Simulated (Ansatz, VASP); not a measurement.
One calculation of TiC, two programs

```
Ti C
1.0
     0.00000    2.16400    2.27220
     2.16400    0.00000    2.27220
     2.16400    2.16400    0.00000
Ti C
1 1
Cartesian
  0.0000 0.0000 0.0000
  2.1640 2.1640 2.2722
```

Change from the starting cell: strain +0.0500 x Voigt [0, 0, 1, 0, 0, 0], atoms carried along.

Alike in both runs: task single point; functional PBE; k mesh 18 × 18 × 18; occupations gaussian, width 0.15 eV; no spin polarisation.

|  | VASP | Ansatz |
| --- | --- | --- |
| version | VASP 6.6.1 | Ansatz 0.2.0 |
| potentials or method | VASP PAW PBE potentials, release 64 (Ti_sv, C), cutoff 520 eV | scalar-relativistic, plane waves, PAW |
| valence electrons in the cell | 16 | 16 |

```csv
,VASP,Ansatz,Ansatz less VASP
gap on the k mesh at the Fermi level (eV),none,none,-
pressure (GPa),-9.2,-9.3,-0.16
"traceless stress, the component that is largest in VASP (GPa)",-9.42,-9.30,+0.116
```

A gap of «none» marks a metal or a gap that the smearing closes.
